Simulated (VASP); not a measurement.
# CdF2 (Fm-3m) in VASP: notebook, part 2 of 2

VASP 6.6.1. The steps go on from the part before.

**3. Single point, PBE+D3(BJ)**

This run uses another cell than the first one, of 13.45 Å³/atom, 1.032 times its volume.

Contents of INCAR:

```
  PREC = Accurate
  ENCUT = 520
  EDIFF = 1E-7
  ISMEAR = -1
  SIGMA = 0.05
  LREAL = False
  LASPH = True
  NELM = 80
  ALGO = Normal
  ISIF = 2
  LWAVE = False
  LCHARG = False
  GGA = PE
  IVDW = 12
  NBANDS = 20
```

Contents of KPOINTS:

```
Automatic mesh
0
Gamma
  9 9 9
```

Contents of POSCAR:

```
CdF2
1.0
    0.0000000000      2.7222402194      2.7222402194
    2.7222402194      0.0000000000      2.7222402194
    2.7222402194      2.7222402194      0.0000000000
Cd F
1 2
Direct
    0.0000000000      0.0000000000      0.0000000000
    0.7500000000      0.7500000000      0.7500000000
    0.2500000000      0.2500000000      0.2500000000
```

Potentials or basis: VASP PAW PBE potentials, release 64 (Cd, F).

The run is started by

```console
> cat potpaw_PBE.64/Cd/POTCAR potpaw_PBE.64/F/POTCAR > POTCAR
> mpirun -np 1 vasp_std > vasp.out
```

OUTCAR:

```text
PREC = Accurate
   ENCUT = 520
   EDIFF = 1E-7
   ISMEAR = -1
   LREAL = False
   LASPH = True
   NELM = 80
   ISIF = 2
   GGA = PE
   IVDW = 12
 IVDW          = 12

 ion  position               nearest neighbor table
   1  0.000  0.000  0.000-   2 2.36   2 2.36   2 2.36   2 2.36   3 2.36   3 2.36   3 2.36   3 2.36

   2  0.750  0.750  0.750-   1 2.36   1 2.36   1 2.36   1 2.36
   3  0.250  0.250  0.250-   1 2.36   1 2.36   1 2.36   1 2.36

  LATTYP: Found a face centered cubic cell.
 ALAT       =     5.4444804388

  Lattice vectors:

 A1 = (   0.0000000000,   2.7222402194,   2.7222402194)
 A2 = (   2.7222402194,   0.0000000000,   2.7222402194)
 A3 = (   2.7222402194,   2.7222402194,   0.0000000000)

Analysis of symmetry for initial positions (statically):
=====================================================================
 Subroutine PRICEL returns:
 Original cell was already a primitive cell.

 Routine SETGRP: Setting up the symmetry group for a
 face centered cubic supercell.

[... 164 lines left out ...]
  free energy    TOTEN  =       -10.89567592 eV

  energy without entropy =      -10.89567592  energy(sigma->0) =      -10.89567592

 E-fermi :  -0.3662     XC(G=0): -10.2430

 val. band max:       -1.5700984488   @ k =  -0.3333   0.4444   0.2222
 cond. band min:       1.4155741085   @ k =   0.0000   0.0000   0.0000
 fundamental gap:      2.9856725573
 Fermi energy:        -0.3662001445

 k-point     1 :       0.0000    0.0000    0.0000
  band No.  band energies     occupation
      1     -22.1774      2.00000
      2     -21.1576      2.00000
      3      -7.0693      2.00000
      4      -7.0693      2.00000
      5      -7.0693      2.00000
      6      -5.9940      2.00000
[... 541 lines left out ...]
     19      17.6980      0.00000
     20      19.6539      0.00000

 [... further k-points ...]

------------------------ aborting loop because EDIFF is reached ----------------------------------------

 Edisp (eV)   -0.48661

 E8    (eV) :    -0.1841

  FORCE on cell =-STRESS in cart. coord.  units (eV):
  Direction    XX          YY          ZZ          XY          YZ          ZX
  --------------------------------------------------------------------------------------
  -------------------------------------------------------------------------------------
  Total       0.16081     0.16081     0.16081     0.00000     0.00000     0.00000
  in kB       6.38594     6.38594     6.38594     0.00000     0.00000     0.00000
  external pressure =        6.39 kB  Pullay stress =        0.00 kB

 VOLUME and BASIS-vectors are now :
 -----------------------------------------------------------------------------
  energy-cutoff  :      520.00
  volume of cell :       40.35
      direct lattice vectors                 reciprocal lattice vectors
     0.000000000  2.722240219  2.722240219    -0.183672255  0.183672255  0.183672255
     2.722240219  0.000000000  2.722240219     0.183672255 -0.183672255  0.183672255
     2.722240219  2.722240219  0.000000000     0.183672255  0.183672255 -0.183672255

 POSITION                                       TOTAL-FORCE (eV/Angst)
 -----------------------------------------------------------------------------------
      0.00000      0.00000      0.00000         0.000000      0.000000      0.000000
      4.08336      4.08336      4.08336        -0.000000     -0.000000     -0.000000
      1.36112      1.36112      1.36112         0.000000      0.000000      0.000000
 -----------------------------------------------------------------------------------
    total drift:                                0.000000     -0.000000      0.000000

  FREE ENERGIE OF THE ION-ELECTRON SYSTEM (eV)
  ---------------------------------------------------
  free  energy   TOTEN  =       -11.3822832838 eV

  energy  without entropy=      -11.3822832838  energy(sigma->0) =      -11.38228328
```

OSZICAR:

```text
N       E                     dE             d eps       ncg     rms          rms(c)
DAV:   1     0.191962449529E+03    0.19196E+03   -0.15624E+04  1448   0.132E+03
DAV:   2    -0.452447201509E+01   -0.19649E+03   -0.18809E+03  1536   0.342E+02
DAV:   3    -0.126121320929E+02   -0.80877E+01   -0.80636E+01  1604   0.751E+01
DAV:   4    -0.126467784212E+02   -0.34646E-01   -0.34644E-01  1504   0.503E+00
DAV:   5    -0.126469054653E+02   -0.12704E-03   -0.12704E-03  1600   0.275E-01    0.986E+00
DAV:   6    -0.108660018346E+02    0.17809E+01   -0.40881E+00  1780   0.382E+01    0.709E+00
DAV:   7    -0.109132426307E+02   -0.47241E-01   -0.92858E-01  1440   0.861E+00    0.405E+00
DAV:   8    -0.109047964261E+02    0.84462E-02   -0.15326E-01  1440   0.357E+00    0.739E-01
DAV:   9    -0.108949805462E+02    0.98159E-02   -0.37626E-02  1688   0.229E+00    0.925E-02
DAV:  10    -0.108955449306E+02   -0.56438E-03   -0.30162E-03  1464   0.619E-01    0.125E-01
DAV:  11    -0.108956518163E+02   -0.10689E-03   -0.17180E-04  1508   0.131E-01    0.418E-02
DAV:  12    -0.108956743663E+02   -0.22550E-04   -0.52392E-05  1456   0.610E-02    0.188E-02
DAV:  13    -0.108956761974E+02   -0.18311E-05   -0.83449E-06  1532   0.234E-02    0.395E-03
DAV:  14    -0.108956758854E+02    0.31198E-06   -0.80250E-07  1500   0.108E-02    0.134E-03
DAV:  15    -0.108956759210E+02   -0.35540E-07   -0.94004E-08  1240   0.281E-03
   1 F= -.11382283E+02 E0= -.11382283E+02  d E =-.907173E-11
```

stdout:

```text
POSCAR found type information on POSCAR CdF
 POSCAR found :  2 types and       3 ions
 scaLAPACK will be used
 LDA part: xc-table for (Slater+PW92), standard interpolation
 POSCAR, INCAR and KPOINTS ok, starting setup
 FFT: planning ... GRIDC
 FFT: planning ... GRID_SOFT
 FFT: planning ... GRID
 WAVECAR not read
 entering main loop
```

It took 27 s on 1 thread of Intel Xeon Platinum 8375C at 2.90GHz (Ice Lake), shared host; peak memory 0.19 GiB.

What came out:

* Free energy: -11.3823 eV
* Pressure: 0.6 GPa
* Band gap on the k mesh: 2.99 eV, indirect (least direct gap 3.49 eV)
* Dispersion energy per atom: -0.162 eV

Levels at points of the mesh, in eV from the valence-band top:
| k point | band 9 | band 10 | band 11 | band 12 | band 13 | band 14 | band 15 | band 16 | band 17 | band 18 |
| --- | --- | --- | --- | --- | --- | --- | --- | --- | --- | --- |
| (0.00, 0.00, 0.00) | -0.87 | -0.87 | -0.51 | -0.51 | -0.51 | 2.99 | 12.58 | 12.58 | 12.58 | 17.38 |

A k mesh can miss the band edges. Expect the measured gap to be larger: semilocal functionals such as PBE lack the derivative discontinuity.

**4. Single point, PBE+D3(BJ)**

This run uses another cell than the first one, of 13.48 Å³/atom, 1.034 times its volume.

Contents of INCAR:

```
PREC = Accurate
ENCUT = 520
EDIFF = 1E-6
ISMEAR = -1
SIGMA = 0.05
LREAL = F
LASPH = T
NELM = 60
ALGO = Normal
ISIF = 2
LWAVE = F
LCHARG = T
GGA = PE
IVDW = 12
LELF = T
LVHAR = T
NBANDS = 20
```

KPOINTS is that of step 3.

Contents of POSCAR:

```
CdF2
1.0
    0.0000000000      2.7244826929      2.7244826929
    2.7244826929      0.0000000000      2.7244826929
    2.7244826929      2.7244826929      0.0000000000
Cd F
1 2
Direct
    0.0000000000      0.0000000000      0.0000000000
    0.7500000000      0.7500000000      0.7500000000
    0.2500000000      0.2500000000      0.2500000000
```

Potentials or basis: VASP PAW PBE potentials, release 64 (Cd, F).

The run is started by

```console
> cat potpaw_PBE.64/Cd/POTCAR potpaw_PBE.64/F/POTCAR > POTCAR
> mpirun -np 1 vasp_std > vasp.out
```

OUTCAR:

```text
PREC = Accurate
   ENCUT = 520
   EDIFF = 1E-6
   ISMEAR = -1
   LREAL = F
   LASPH = T
   NELM = 60
   ISIF = 2
   GGA = PE
   IVDW = 12
 IVDW          = 12

 ion  position               nearest neighbor table
   1  0.000  0.000  0.000-   2 2.36   2 2.36   2 2.36   2 2.36   3 2.36   3 2.36   3 2.36   3 2.36

   2  0.750  0.750  0.750-   1 2.36   1 2.36   1 2.36   1 2.36
   3  0.250  0.250  0.250-   1 2.36   1 2.36   1 2.36   1 2.36

  LATTYP: Found a face centered cubic cell.
 ALAT       =     5.4489653858

  Lattice vectors:

 A1 = (   0.0000000000,   2.7244826929,   2.7244826929)
 A2 = (   2.7244826929,   0.0000000000,   2.7244826929)
 A3 = (   2.7244826929,   2.7244826929,   0.0000000000)

Analysis of symmetry for initial positions (statically):
=====================================================================
 Subroutine PRICEL returns:
 Original cell was already a primitive cell.

 Routine SETGRP: Setting up the symmetry group for a
 face centered cubic supercell.

 Subroutine GETGRP returns: Found 48 space group operations
[... 9 lines left out ...]

 Routine SETGRP: Setting up the symmetry group for a
[... 152 lines left out ...]
  free energy    TOTEN  =       -10.89735496 eV

  energy without entropy =      -10.89735496  energy(sigma->0) =      -10.89735496

 E-fermi :  -0.3871     XC(G=0): -10.2297

 val. band max:       -1.5878271140   @ k =  -0.3333   0.4444   0.2222
 cond. band min:       1.3892130996   @ k =   0.0000   0.0000   0.0000
 fundamental gap:      2.9770402136
 Fermi energy:        -0.3871322754

 k-point     1 :       0.0000    0.0000    0.0000
  band No.  band energies     occupation
      1     -22.1822      2.00000
      2     -21.1689      2.00000
      3      -7.0809      2.00000
      4      -7.0809      2.00000
      5      -7.0809      2.00000
      6      -6.0156      2.00000
[... 541 lines left out ...]
     19      17.6551      0.00000
     20      19.6232      0.00000

 [... further k-points ...]

------------------------ aborting loop because EDIFF is reached ----------------------------------------

 Edisp (eV)   -0.48539

 E8    (eV) :    -0.1836

  FORCE on cell =-STRESS in cart. coord.  units (eV):
  Direction    XX          YY          ZZ          XY          YZ          ZX
  --------------------------------------------------------------------------------------
  -------------------------------------------------------------------------------------
  Total       0.10198     0.10198     0.10198     0.00000     0.00000     0.00000
  in kB       4.03973     4.03973     4.03973     0.00000     0.00000     0.00000
  external pressure =        4.04 kB  Pullay stress =        0.00 kB

 VOLUME and BASIS-vectors are now :
 -----------------------------------------------------------------------------
  energy-cutoff  :      520.00
  volume of cell :       40.45
      direct lattice vectors                 reciprocal lattice vectors
     0.000000000  2.724482693  2.724482693    -0.183521078  0.183521078  0.183521078
     2.724482693  0.000000000  2.724482693     0.183521078 -0.183521078  0.183521078
     2.724482693  2.724482693  0.000000000     0.183521078  0.183521078 -0.183521078

 POSITION                                       TOTAL-FORCE (eV/Angst)
 -----------------------------------------------------------------------------------
      0.00000      0.00000      0.00000         0.000000     -0.000000     -0.000000
      4.08672      4.08672      4.08672        -0.000000      0.000000     -0.000000
      1.36224      1.36224      1.36224         0.000000      0.000000      0.000000
 -----------------------------------------------------------------------------------
    total drift:                                0.000000     -0.000000      0.000000

  FREE ENERGIE OF THE ION-ELECTRON SYSTEM (eV)
  ---------------------------------------------------
  free  energy   TOTEN  =       -11.3827476163 eV

  energy  without entropy=      -11.3827476163  energy(sigma->0) =      -11.38274762
```

stdout:

```text
POSCAR found type information on POSCAR CdF
 POSCAR found :  2 types and       3 ions
 scaLAPACK will be used
 LDA part: xc-table for (Slater+PW92), standard interpolation
 POSCAR, INCAR and KPOINTS ok, starting setup
 FFT: planning ... GRIDC
 FFT: planning ... GRID_SOFT
 FFT: planning ... GRID
 WAVECAR not read
 entering main loop
```

Wall time 30 s (1 thread of Intel Xeon Platinum 8375C at 2.90GHz (Ice Lake), shared host); peak memory 0.19 GiB.

What came out:

| Property | Result |
| --- | --- |
| Free energy | -11.3827 eV |
| Pressure | 0.4 GPa |
| Band gap on the k mesh | 2.98 eV, indirect (least direct gap 3.49 eV) |
| Dispersion energy per atom | -0.162 eV |

Levels at points of the mesh, in eV from the valence-band top:
| k point | band 10 | band 11 | band 12 | band 13 | band 14 | band 15 | band 16 | band 17 |
| --- | --- | --- | --- | --- | --- | --- | --- | --- |
| (0.00, 0.00, 0.00) | -0.86 | -0.51 | -0.51 | -0.51 | 2.98 | 12.57 | 12.57 | 12.57 |

Caveat: three body term missing.

**5. The runs side by side**

```csv
cell,gap on the mesh (eV),pressure (GPa)
"a = 3.810 Å, angles 60.0°, 3 atoms",3.10,4.1
"a = 3.850 Å, angles 60.0°, 3 atoms",2.99,0.6
"a = 3.853 Å, angles 60.0°, 3 atoms",2.98,0.4
```

Alike in all rows: task single point; level PBE+D3(BJ); potentials or basis VASP PAW PBE potentials, release 64 (Cd, F); no spin polarisation; k mesh 9 × 9 × 9; cutoff (eV) 520; smearing fermi-dirac 0.05 eV.

Caveats: three body term missing (some runs).

Total energies depend on the potentials used, so only differences within one code and one set of settings carry meaning.
